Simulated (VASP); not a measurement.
# Ca in VASP: relaxation of the atoms with PBE

Aim: the relaxation of the atoms of Ca with PBE.

Everything below comes from runs of VASP 6.6.1. Logs are shortened: lines on timing, memory, paths and dates and some standing lists are left out, and cuts for length are marked.

### Step 1. The cell of the first run

The cell holds a slab with vacuum, 2 atoms: a = 3.907 Å, b = 3.907 Å, c = 16.762 Å, α = 90.00°, β = 90.00°, γ = 90.00°.

### Step 2. Relaxation of the atoms, PBE

Contents of INCAR:

```
SYSTEM = Ca
PREC     = Accurate       ! precision mode
ENCUT    = 520            ! plane-wave cutoff, eV
EDIFF    = 1E-6           ! SCF threshold, eV
ISMEAR   = 0              ! smearing method
SIGMA    = 0.1            ! smearing width, eV
LREAL    = .FALSE.        ! projectors in reciprocal space
LASPH    = .TRUE.         ! aspherical terms in the spheres
NELM     = 80             ! most SCF steps
ALGO     = Normal         ! electronic algorithm
ISIF     = 2              ! what is computed and relaxed
LWAVE    = .FALSE.        ! write WAVECAR
LCHARG   = .FALSE.        ! write CHGCAR
LDIPOL   = .TRUE.       
IDIPOL   = 3            
DIPOL    = 0.5 0.5 0.500
GGA      = PE             ! functional
IBRION   = 2              ! ionic algorithm
NSW      = 70             ! ionic steps
EDIFFG   = -0.03          ! ionic threshold
```

Contents of KPOINTS:

```
Automatic mesh
0
G
  7 7 1
  0 0 0
```

Contents of POSCAR:

```
Ca
1.0
    3.9066179666      0.0000000000      0.0000000000
    0.0000000000      3.9066179666      0.0000000000
    0.0000000000      0.0000000000     16.7623960557
Ca
2
Selective dynamics
Direct
    0.5000000000      0.5000000000      0.4176013964  F F F
    0.0000000000      0.0000000000      0.5823986036  T T T
```

Potentials or basis: VASP PAW PBE potentials, release 64 (Ca_sv).

The run is started by

```sh
> cat potpaw_PBE.64/Ca_sv/POTCAR > POTCAR
> mpirun -np 1 vasp_std > vasp.out
```

OUTCAR:

```text
SYSTEM = Ca
   PREC = Accurate
   ENCUT = 520
   EDIFF = 1E-6
   ISMEAR = 0
   LREAL = .FALSE.
   LASPH = .TRUE.
   NELM = 80
   ISIF = 2
   GGA = PE
   IBRION = 2
   NSW = 70
   EDIFFG = -0.03

 ion  position               nearest neighbor table
   1  0.500  0.500  0.418-
   2  0.000  0.000  0.582-

  LATTYP: Found a simple tetragonal cell.
 ALAT       =     3.9066179666
 C/A-ratio  =     4.2907692022

  Lattice vectors:

 A1 = (   3.9066179666,   0.0000000000,   0.0000000000)
 A2 = (   0.0000000000,   3.9066179666,   0.0000000000)
 A3 = (   0.0000000000,   0.0000000000,  16.7623960557)

Analysis of symmetry for initial positions (statically):
=====================================================================
 Subroutine PRICEL returns:
 Original cell was already a primitive cell.

 Routine SETGRP: Setting up the symmetry group for a
 simple tetragonal supercell.

 Subroutine GETGRP returns: Found 16 space group operations
 (whereof  8 operations were pure point group operations)
 out of a pool of 16 trial point group operations.

The static configuration has the point symmetry C_4v.
 The point group associated with its full space group is D_4h.

Analysis of symmetry for dynamics (positions and initial velocities):
=====================================================================
 Subroutine PRICEL returns:
 Original cell was already a primitive cell.

 Routine SETGRP: Setting up the symmetry group for a
 simple tetragonal supercell.

 Subroutine GETGRP returns: Found 16 space group operations
 (whereof  8 operations were pure point group operations)
 out of a pool of 16 trial point group operations.

The dynamic configuration has the point symmetry C_4v.
 The point group associated with its full space group is D_4h.

Analysis of constrained symmetry for selective dynamics:
=====================================================================
 Subroutine PRICEL returns:
 Original cell was already a primitive cell.

 Routine SETGRP: Setting up the symmetry group for a
 simple tetragonal supercell.

 Subroutine GETGRP returns: Found  8 space group operations
 (whereof  8 operations were pure point group operations)
 out of a pool of 16 trial point group operations.

The constrained configuration has the point symmetry C_4v.

 Subroutine INISYM returns: Found  8 space group operations
 (whereof  8 operations are pure point group operations),
 and found     1 'primitive' translations

----------------------------------------------------------------------------------------

                                     Primitive cell

  volume of cell :     255.8221

  direct lattice vectors                    reciprocal lattice vectors
     3.906617967  0.000000000  0.000000000     0.255975887  0.000000000  0.000000000
     0.000000000  3.906617967  0.000000000     0.000000000  0.255975887  0.000000000
     0.000000000  0.000000000 16.762396056     0.000000000  0.000000000  0.059657342

  length of vectors
     3.906617967  3.906617967 16.762396056     0.255975887  0.255975887  0.059657342

  position of ions in fractional coordinates (direct lattice)
     0.500000000  0.500000000  0.417601396
     0.000000000  0.000000000  0.582398604

  ion indices of the primitive-cell ions
   primitive index   ion index
                 1           1
                 2           2

----------------------------------------------------------------------------------------

 KPOINTS: Automatic mesh
[... 48 lines left out ...]
   LNONCOLLINEAR =      F non collinear calculations
   LSORBIT =      F    spin-orbit coupling
   LASPH  =      T    aspherical Exc in radial PAW
   ENCUT  =  520.0 eV  38.22 Ry    6.18 a.u.   7.26  7.26 31.17*2*pi/ulx,y,z
   NELM   =     80;   NELMIN=  2; NELMDL= -5     # of ELM steps
   EDIFF  = 0.1E-05   stopping-criterion for ELM
   LREAL  =      F    real-space projection
   EDIFFG = -.3E-01   stopping-criterion for IOM
   NSW    =     70    number of steps for IOM
   IBRION =      2    ionic relax: 0-MD 1-quasi-New 2-CG
   NFREE  =      1    steps in history (QN), initial steepest desc. (CG)
   ISIF   =      2    stress and relaxation
   ISYM   =      2    0-nonsym 1-usesym 2-fastsym
   POTIM  = 0.5000    time-step for ionic-motion
   TEBEG  =    0.0;   TEEND  =   0.0 temperature during run
   PSTRESS=    0.0 pullay stress
   NELECT =      20.0000    total number of electrons
   NUPDOWN=      -1.0000    fix difference up-down
   EMIN   =  10.00;   EMAX   =-10.00  energy-range for DOS
   EFERMI =   0.00;   METHOD = LEGACY
   ISMEAR =     0;   SIGMA  =   0.10  broadening in eV -4-tet -1-fermi 0-gaus
   EFERMI_NEDOS =   21; number of points for ismear=-14 and -15
   IALGO  =     38    algorithm
   IMIX   =      4    mixing-type and parameters
     AMIX     =   0.40;   BMIX     =  1.00
     AMIX_MAG =   1.60;   BMIX_MAG =  1.00
  volume/ion in A,a.u.               =     127.91       863.19
  Fermi-wavevector in a.u.,A,eV,Ry     =   0.700012  1.322831  6.667084  0.490017
  Thomas-Fermi vector in A             =   1.784048
   LORBIT       =      0    0 simple, 1 ext, 2 COOP (PROOUT), +10 PAW based schemes
   GGA     = PE    functional components
   LHFCALC =     F    Hartree Fock is set to
   AEXX    =    0.0000 exact exchange contribution
   IVDW    =     0    specifies the selected vdW correction
   LEPSILON=     F    determine dielectric tensor
   LRPA    =     F    only Hartree local field effects (RPA)
 conjugate gradient relaxation of ions
 non-spin polarized calculation
 Gauss-broadening in eV      SIGMA  =   0.10
  energy-cutoff  :      520.00
  volume of cell :      255.82
 maximum number of plane-waves:      6914
 NGX is ok and might be reduce to    30
   NGX = 15   NGY = 15   NGZ = 63

--------------------------------------- Ionic step        1  -------------------------------------------

 number of electron      20.0000005 magnetization

 Free energy of the ion-electron system (eV)
  ---------------------------------------------------
  ext. energy  EPLUGINS =         0.00000000
  ---------------------------------------------------
  free energy    TOTEN  =        -2.98165851 eV

  energy without entropy =       -2.95963278  energy(sigma->0) =       -2.97064564

------------------------ aborting loop because EDIFF is reached ----------------------------------------

  FORCE on cell =-STRESS in cart. coord.  units (eV):
  Direction    XX          YY          ZZ          XY          YZ          ZX
  --------------------------------------------------------------------------------------
  -------------------------------------------------------------------------------------
  Total       -0.6349340     -0.6349340     -0.5809733      0.0000000      0.0000000      0.0000000
  in kB       -3.9765017     -3.9765017     -3.6385535      0.0000000      0.0000000      0.0000000
  external PRESSURE =      -3.8638523 kB  Pullay stress =       0.0000000 kB
[... 97 lines left out ...]
 number of electron      20.0000005 magnetization

------------------------ aborting loop because EDIFF is reached ----------------------------------------

 vacuum level on the upper side and lower side of the slab       (xc-potential included)        -0.013         0.006

  FORCE on cell =-STRESS in cart. coord.  units (eV):
  Direction    XX          YY          ZZ          XY          YZ          ZX
  --------------------------------------------------------------------------------------
  -------------------------------------------------------------------------------------
  Total       -0.5178819     -0.5178819     -0.2526850      0.0000000      0.0000000      0.0000000
  in kB       -3.2434209     -3.2434209     -1.5825302      0.0000000      0.0000000      0.0000000
  external PRESSURE =      -2.6897907 kB  Pullay stress =       0.0000000 kB
[... 17 lines left out ...]
  FREE ENERGIE OF THE ION-ELECTRON SYSTEM (eV)
  ---------------------------------------------------
  free  energy   TOTEN  =        -2.9965482146 eV

  energy  without entropy=       -2.9774761195  energy(sigma->0) =       -2.98701217

 dipolmoment           0.000000      0.000000     -0.000082 electrons x Angstroem

--------------------------------------- Ionic step        5  -------------------------------------------

 number of electron      20.0000006 magnetization

------------------------ aborting loop because EDIFF is reached ----------------------------------------
[... 31 lines left out ...]
--------------------------------------- Ionic step        6  -------------------------------------------

 number of electron      20.0000006 magnetization

 dipolmoment           0.000000      0.000000      0.001440 electrons x Angstroem

 Free energy of the ion-electron system (eV)
  ---------------------------------------------------
  ext. energy  EPLUGINS =         0.00000000
  ---------------------------------------------------
  free energy    TOTEN  =        -2.99959433 eV

  energy without entropy =       -2.98258198  energy(sigma->0) =       -2.99108815

 E-fermi :  -0.9695     XC(G=0):  -3.5184

 val. band max:       -0.9843810444   @ k =   0.4286   0.4286   0.0000
 cond. band min:      -0.9527224028   @ k =   0.4286   0.0000   0.0000
 fundamental gap:      0.0316586416
 Fermi energy:        -0.9694617584

 k-point     1 :       0.0000    0.0000    0.0000
  band No.  band energies     occupation
      1     -43.4015      2.00000
      2     -43.3886      2.00000
      3     -24.4719      2.00000
      4     -24.3939      2.00000
      5     -24.3311      2.00000
      6     -24.3311      2.00000
      7     -24.2955      2.00000
      8     -24.2955      2.00000
      9      -4.4301      2.00000
     10      -2.6954      2.00000
     11      -0.6732      0.00003
     12      -0.3420      0.00000
     13      -0.2782      0.00000
     14       0.6751      0.00000
[... 141 lines left out ...]
      3     -24.4264      2.00000
      4     -24.4195      2.00000
      5     -24.4010      2.00000
      6     -24.3947      2.00000
      7     -24.3473      2.00000
      8     -24.3470      2.00000
      9      -1.3584      2.00000
     10      -0.9844      1.16711
     11      -0.4783      0.00000
     12      -0.3858      0.00000
     13       0.5156      0.00000
     14       0.8709      0.00000

------------------------ aborting loop because EDIFF is reached ----------------------------------------

 vacuum level on the upper side and lower side of the slab       (xc-potential included)        -0.290        -0.227

  FORCE on cell =-STRESS in cart. coord.  units (eV):
  Direction    XX          YY          ZZ          XY          YZ          ZX
  --------------------------------------------------------------------------------------
  -------------------------------------------------------------------------------------
  Total       -0.4320437     -0.4320437     -0.0265116      0.0000000      0.0000000      0.0000000
  in kB       -2.7058286     -2.7058286     -0.1660382      0.0000000      0.0000000      0.0000000
  external PRESSURE =      -1.8592318 kB  Pullay stress =       0.0000000 kB
[... 17 lines left out ...]
  FREE ENERGIE OF THE ION-ELECTRON SYSTEM (eV)
  ---------------------------------------------------
  free  energy   TOTEN  =        -2.9995943273 eV

  energy  without entropy=       -2.9825819790  energy(sigma->0) =       -2.99108815

 reached required accuracy - stopping structural energy minimisation

 vacuum level on the upper side and lower side of the slab         1.399         1.481
```

It took 2.7 min on 1 thread of Oxide Virtual Turin-like, shared host; peak memory 0.3 GiB.

What came out:

| Property | Result |
| --- | --- |
| Free energy | -2.9996 eV |
| Energy gained by relaxing | 9.0 meV/atom |
| Ionic steps | 6 |
| Band gap on the k mesh | 0.03 eV, indirect (least direct gap 0.48 eV) |

Step by step:
```tsv
step	energy change (eV)	largest force on free atoms (eV/Å)	pressure (GPa)
1	0.0000	0.2060	-0.39
2	-0.0020	0.1950	-0.37
3	-0.0073	0.1623	-0.34
4	-0.0149	0.0898	-0.27
5	-0.0159	0.0797	-0.10
6	-0.0179	0.0039	-0.19
```

Final structure:
```
Ca
1.0
     3.90662    0.00000    0.00000
     0.00000    3.90662    0.00000
     0.00000    0.00000   16.76240
Ca
2
Direct
  0.50000 0.50000 0.41760
  0.00000 0.00000 0.57270
```

Levels at points of the mesh, in eV from the valence-band top:
| k point | band 6 | band 7 | band 8 | band 9 | band 10 | band 11 | band 12 | band 13 | band 14 |
| --- | --- | --- | --- | --- | --- | --- | --- | --- | --- |
| (0.00, 0.00, 0.00) | -23.35 | -23.31 | -23.31 | -3.45 | -1.71 | 0.31 | 0.64 | 0.71 | 1.66 |
